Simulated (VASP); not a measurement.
# Pb (Fm-3m) in VASP: settings compared

The runs below take Pb through elastic constants, vibrations by perturbation theory, with PBE, PBEsol.

Program: VASP 6.6.1. These are calculated values, not measurements. Logs are shortened: lines on timing, memory, paths and dates and some standing lists are left out, and cuts for length are marked.

### 1 The cell of the first run

The structure is cubic, space group Fm-3m (No. 225). Conventional cell: a = 4.950 Å, b = 4.950 Å, c = 4.950 Å, α = 90.00°, β = 90.00°, γ = 90.00°. Pb (site symmetry m-3m) has 12 Pb at 3.50 Å within 4.6 Å.

### 2 Elastic constants, PBE

INCAR

```
PREC = Accurate
ENCUT = 600
EDIFF = 1E-8
ISMEAR = -1
SIGMA = 0.05
LREAL = False
LASPH = True
NELM = 100
ALGO = Fast
ISIF = 3
LWAVE = False
LCHARG = False
GGA = PE
IBRION = 6
NFREE = 2
POTIM = 0.015
NSW = 1
```

KPOINTS

```
Automatic mesh
0
Gamma
  7 7 7
```

POSCAR

```
Pb
1.0
    0.0000000000      2.4750200000      2.4750200000
    2.4750200000      0.0000000000      2.4750200000
    2.4750200000      2.4750200000      0.0000000000
Pb
1
Direct
    0.0000000000      0.0000000000      0.0000000000
```

Potentials or basis: VASP PAW PBE potentials, release 64 (Pb_d).

The run is started by

```
cat potpaw_PBE.64/Pb_d/POTCAR > POTCAR
mpirun -np 1 vasp_std > vasp.out
```

OUTCAR:

```text
PREC = Accurate
   ENCUT = 600
   EDIFF = 1E-8
   ISMEAR = -1
   LREAL = False
   LASPH = True
   NELM = 100
   ISIF = 3
   GGA = PE
   IBRION = 6
   NFREE = 2
   POTIM = 0.015
   NSW = 1

 ion  position               nearest neighbor table
   1  0.000  0.000  0.000-

  LATTYP: Found a face centered cubic cell.
 ALAT       =     4.9500400000

  Lattice vectors:

 A1 = (   0.0000000000,   2.4750200000,   2.4750200000)
 A2 = (   2.4750200000,   0.0000000000,   2.4750200000)
 A3 = (   2.4750200000,   2.4750200000,   0.0000000000)

Analysis of symmetry for initial positions (statically):
[... 5 lines left out ...]
 face centered cubic supercell.

 Subroutine GETGRP returns: Found 48 space group operations
 (whereof 48 operations were pure point group operations)
 out of a pool of 48 trial point group operations.

The static configuration has the point symmetry O_h .

Analysis of symmetry for dynamics (positions and initial velocities):
[... 5 lines left out ...]
 face centered cubic supercell.

 Subroutine GETGRP returns: Found 48 space group operations
 (whereof 48 operations were pure point group operations)
 out of a pool of 48 trial point group operations.

The dynamic configuration has the point symmetry O_h .

 Subroutine INISYM returns: Found 48 space group operations
 (whereof 48 operations are pure point group operations),
 and found     1 'primitive' translations

----------------------------------------------------------------------------------------

                                     Primitive cell

  volume of cell :      30.3226

  direct lattice vectors                    reciprocal lattice vectors
     0.000000000  2.475020000  2.475020000    -0.202018570  0.202018570  0.202018570
     2.475020000  0.000000000  2.475020000     0.202018570 -0.202018570  0.202018570
     2.475020000  2.475020000  0.000000000     0.202018570  0.202018570 -0.202018570

  length of vectors
     3.500206851  3.500206851  3.500206851     0.349906427  0.349906427  0.349906427

  position of ions in fractional coordinates (direct lattice)
     0.000000000  0.000000000  0.000000000

  ion indices of the primitive-cell ions
   primitive index   ion index
                 1           1

----------------------------------------------------------------------------------------

 KPOINTS: Automatic mesh

Automatic generation of k-mesh.
 Grid dimensions read from file:
 generate k-points for:    7    7    7

 Generating k-lattice:

  Cartesian coordinates                     Fractional coordinates (reciprocal lattice)
    -0.028859796  0.028859796  0.028859796     0.142857143  0.000000000  0.000000000
     0.028859796 -0.028859796  0.028859796     0.000000000  0.142857143  0.000000000
     0.028859796  0.028859796 -0.028859796     0.000000000  0.000000000  0.142857143

  Length of vectors
     0.049986632  0.049986632  0.049986632

  Shift w.r.t. Gamma in fractional coordinates (k-lattice)
     0.000000000  0.000000000  0.000000000

 Subroutine IBZKPT returns following result:
 ===========================================

 Found     20 irreducible k-points:

 Following reciprocal coordinates:
            Coordinates               Weight
  0.000000  0.000000  0.000000      1.000000
  0.142857  0.000000  0.000000      8.000000
  0.285714  0.000000  0.000000      8.000000
  0.428571  0.000000  0.000000      8.000000
  0.142857  0.142857  0.000000      6.000000
  0.285714  0.142857  0.000000     24.000000
[... 12 lines left out ...]
 -0.428571  0.428571  0.142857     24.000000
 -0.285714  0.428571  0.142857     24.000000
[... 35 lines left out ...]
   IALGO  =     68    algorithm
   IMIX   =      4    mixing-type and parameters
     AMIX     =   0.40;   BMIX     =  1.00
     AMIX_MAG =   1.60;   BMIX_MAG =  1.00
  volume/ion in A,a.u.               =      30.32       204.63
  Fermi-wavevector in a.u.,A,eV,Ry     =   1.265306  2.391081 21.782907  1.600999
  Thomas-Fermi vector in A             =   2.398566
   LORBIT       =      0    0 simple, 1 ext, 2 COOP (PROOUT), +10 PAW based schemes
   GGA     = PE    functional components
   LHFCALC =     F    Hartree Fock is set to
   AEXX    =    0.0000 exact exchange contribution
   IVDW    =     0    specifies the selected vdW correction
   LEPSILON=     F    determine dielectric tensor
   LRPA    =     F    only Hartree local field effects (RPA)
 finite differences with symmetry
 non-spin polarized calculation
 RMM-DIIS sequential band-by-band and
  energy-cutoff  :      600.00
  volume of cell :       30.32
 maximum number of plane-waves:      1023
   NGX = 13   NGY = 13   NGZ = 13

--------------------------------------- Ionic step        1  -------------------------------------------

 number of electron      13.9999999 magnetization

 Free energy of the ion-electron system (eV)
  ---------------------------------------------------
  ext. energy  EPLUGINS =         0.00000000
  ---------------------------------------------------
  free energy    TOTEN  =        -3.56422094 eV

  energy without entropy =       -3.56084583  energy(sigma->0) =       -3.56253339

------------------------ aborting loop because EDIFF is reached ----------------------------------------

  FORCE on cell =-STRESS in cart. coord.  units (eV):
  Direction    XX          YY          ZZ          XY          YZ          ZX
  --------------------------------------------------------------------------------------
  -------------------------------------------------------------------------------------
  Total        0.5505540      0.5505540      0.5505540      0.0000000      0.0000000      0.0000000
  in kB       29.0900447     29.0900447     29.0900447      0.0000000      0.0000000      0.0000000
  external PRESSURE =      29.0900447 kB  Pullay stress =       0.0000000 kB
[... 86 lines left out ...]
  FREE ENERGIE OF THE ION-ELECTRON SYSTEM (eV)
  ---------------------------------------------------
  free  energy   TOTEN  =        -3.5546410769 eV

  energy  without entropy=       -3.5517463938  energy(sigma->0) =       -3.55319374

[... ionic steps 4 to 12 ...]

--------------------------------------- Ionic step       13  -------------------------------------------

 number of electron      14.0000000 magnetization

------------------------ aborting loop because EDIFF is reached ----------------------------------------
[... 65 lines left out ...]
--------------------------------------- Ionic step       15  -------------------------------------------

 number of electron      14.0000000 magnetization

 Free energy of the ion-electron system (eV)
  ---------------------------------------------------
  ext. energy  EPLUGINS =         0.00000000
  ---------------------------------------------------
  free energy    TOTEN  =        -3.56422126 eV

  energy without entropy =       -3.56084615  energy(sigma->0) =       -3.56253370

 E-fermi :   7.2152     XC(G=0): -10.1828

 val. band max:        7.0895343904   @ k =   0.4286   0.2857   0.1429
 cond. band min:       7.5767833819   @ k =  -0.4286   0.4286   0.0000
 fundamental gap:      0.4872489915
 Fermi energy:         7.2151939997

 k-point     1 :       0.0000    0.0000    0.0000
  band No.  band energies     occupation
      1      -9.7794      2.00000
      2      -9.7794      2.00000
      3      -9.7794      2.00000
      4      -9.6388      2.00000
      5      -9.6388      2.00000
      6      -4.4692      2.00000
      7      14.7034      0.00000
      8      14.7034      0.00000
      9      14.7034      0.00000
     10      17.0460      0.00000
     11      18.6212      0.00000
[... 292 lines left out ...]
  FREE ENERGIE OF THE ION-ELECTRON SYSTEM (eV)
  ---------------------------------------------------
  free  energy   TOTEN  =        -3.5642212559 eV

  energy  without entropy=       -3.5608461470  energy(sigma->0) =       -3.56253370

 INTERNAL STRAIN TENSORS FROM STRAINED CELLS
 ============================================

 INTERNAL STRAIN TENSOR FOR ION    1 for displacements in x,y,z  (eV/Angst):
          X           Y           Z          XY          YZ          ZX
  --------------------------------------------------------------------------------
  x     0.00000    -0.00000    -0.00000     0.00000    -0.00000     0.00000
  y     0.00000     0.00000     0.00000     0.00000     0.00000    -0.00000
  z    -0.00000     0.00000    -0.00000     0.00000    -0.00000     0.00000

 INTERNAL STRAIN TENSORS FROM DISPLACED ATOMS
 ============================================

 INTERNAL STRAIN TENSOR FOR ION    1 for displacements in x,y,z  (eV/Angst):
          X           Y           Z          XY          YZ          ZX
  --------------------------------------------------------------------------------
  x     0.00000     0.00000     0.00000     0.00000     0.00000     0.00000
  y     0.00000     0.00000     0.00000     0.00000     0.00000     0.00000
  z     0.00000     0.00000     0.00000     0.00000     0.00000     0.00000

 Eigenvectors and eigenvalues of the dynamical matrix
 ----------------------------------------------------

   1 f/i=    0.000000 THz     0.000000 2PiTHz    0.000000 cm-1     0.000000 meV
             X         Y         Z           dx          dy          dz
      0.000000  0.000000  0.000000     0.707107   -0.707107    0.000000

   2 f/i=    0.000000 THz     0.000000 2PiTHz    0.000000 cm-1     0.000000 meV
             X         Y         Z           dx          dy          dz
      0.000000  0.000000  0.000000    -0.707107   -0.707107    0.000000

   3 f/i=    0.000000 THz     0.000000 2PiTHz    0.000000 cm-1     0.000000 meV
             X         Y         Z           dx          dy          dz
      0.000000  0.000000  0.000000     0.000000    0.000000    1.000000

--------------------------------------------------------------------------------------------------------

 ELASTIC MODULI CONTR FROM IONIC RELAXATION (kBar)
 Direction    XX          YY          ZZ          XY          YZ          ZX
 --------------------------------------------------------------------------------
 XX           0.0000      0.0000      0.0000      0.0000      0.0000      0.0000
 YY           0.0000      0.0000      0.0000      0.0000      0.0000      0.0000
 ZZ           0.0000      0.0000      0.0000      0.0000      0.0000      0.0000
 XY           0.0000      0.0000      0.0000      0.0000      0.0000      0.0000
 YZ           0.0000      0.0000      0.0000      0.0000      0.0000      0.0000
 ZX           0.0000      0.0000      0.0000      0.0000      0.0000      0.0000
 --------------------------------------------------------------------------------

 TOTAL ELASTIC MODULI (kBar)
 Direction    XX          YY          ZZ          XY          YZ          ZX
 --------------------------------------------------------------------------------
 XX         646.5733    437.4627    437.4627      0.0000      0.0000      0.0000
 YY         437.4627    646.5733    437.4627      0.0000     -0.0000     -0.0000
 ZZ         437.4627    437.4627    646.5733      0.0000     -0.0000      0.0000
 XY           0.0000      0.0000      0.0000    311.8317      0.0000      0.0000
 YZ           0.0000     -0.0000     -0.0000      0.0000    311.8317      0.0000
 ZX           0.0000     -0.0000      0.0000      0.0000      0.0000    311.8317
 --------------------------------------------------------------------------------
```

Run time: 3.7 min. Hardware: 1 thread of Intel Xeon Platinum 8488C (Sapphire Rapids), shared host; peak memory 0.21 GiB.

What came out:

| Item | Value |
| --- | --- |
| Elastic constants C11, C12, C44 | 65, 44, 31 GPa |
| Voigt bulk modulus | 51 GPa |

Elastic tensor in Voigt notation (GPa, in the Cartesian axes of the cell as first typed):
```
65 44 44  0  0  0
44 65 44  0  0  0
44 44 65  0  0  0
 0  0  0 31  0  0
 0  0  0  0 31  0
 0  0  0  0  0 31
```

Clamped-ion elastic tensor (GPa):
```
65 44 44  0  0  0
44 65 44  0  0  0
44 44 65  0  0  0
 0  0  0 31  0  0
 0  0  0  0 31  0
 0  0  0  0  0 31
```

Caveat: the cell is under stress, which shifts elastic constants; spin-orbit coupling is left out, which moves the levels of the heavy elements.

### 3 Elastic constants, PBEsol

INCAR

```
  ALGO = Normal
  EDIFF = 1E-8
  ENCUT = 600
  GGA = PS
  IBRION = 6
  ISIF = 3
  ISMEAR = -1
  LASPH = T
  LCHARG = F
  LREAL = F
  LWAVE = F
  NELM = 80
  NFREE = 2
  NSW = 1
  POTIM = 0.015
  PREC = Accurate
  SIGMA = 0.05
```

KPOINTS

```
k-points
0
Gamma
  7 7 7
```

POSCAR is that of step 2.

Potentials or basis: VASP PAW PBE potentials, release 64 (Pb_d).

The run is started by

```
cat potpaw_PBE.64/Pb_d/POTCAR > POTCAR
mpirun -np 1 vasp_std > vasp.out
```

Wall time 2.9 min (1 thread of Intel Xeon Platinum 8488C (Sapphire Rapids), shared host); peak memory 0.22 GiB.

It converged, with:

* Elastic constants C11, C12, C44: 61, 41, 29 GPa
* Voigt bulk modulus: 48 GPa

Elastic tensor in Voigt notation (GPa, in the Cartesian axes of the cell as first typed):
```
61 41 41  0  0  0
41 61 41  0  0  0
41 41 61  0  0  0
 0  0  0 29  0  0
 0  0  0  0 29  0
 0  0  0  0  0 29
```

Clamped-ion elastic tensor (GPa):
```
61 41 41  0  0  0
41 61 41  0  0  0
41 41 61  0  0  0
 0  0  0 29  0  0
 0  0  0  0 29  0
 0  0  0  0  0 29
```

Caveat: the PAW data sets were made with another functional, which shifts forces and pressure a little; spin-orbit coupling is left out, which moves the levels of the heavy elements.

### 4 Elastic constants, PBEsol

INCAR

```
PREC = Accurate
ENCUT = 600
EDIFF = 1E-8
ISMEAR = -1
SIGMA = 0.05
LREAL = F
LASPH = T
NELM = 60
ALGO = Fast
ISIF = 3
LWAVE = F
LCHARG = F
GGA = PS
IBRION = 6
NFREE = 2
POTIM = 0.015
NSW = 1
```

KPOINTS

```
regular mesh
0
Gamma
  8 8 8
```

POSCAR is that of step 3.

The run is started by

```
cat potpaw_PBE.64/Pb_d/POTCAR > POTCAR
mpirun -np 1 vasp_std > vasp.out
```

It took 4.7 min on 1 thread of AMD EPYC 9R45 (Zen 5), shared host; peak memory 0.22 GiB.

Results (log left out):

* Elastic constants C11, C12, C44: 65, 39, 28 GPa
* Voigt bulk modulus: 48 GPa

Elastic tensor in Voigt notation (GPa, in the Cartesian axes of the cell as first typed):
```
65 39 39  0  0  0
39 65 39  0  0  0
39 39 65  0  0  0
 0  0  0 28  0  0
 0  0  0  0 28  0
 0  0  0  0  0 28
```

Clamped-ion elastic tensor (GPa):
```
65 39 39  0  0  0
39 65 39  0  0  0
39 39 65  0  0  0
 0  0  0 28  0  0
 0  0  0  0 28  0
 0  0  0  0  0 28
```

Caveat: the PAW data sets were made with another functional, which shifts forces and pressure a little; spin-orbit coupling is left out, which moves the levels of the heavy elements.

[end of part 1 of 2]
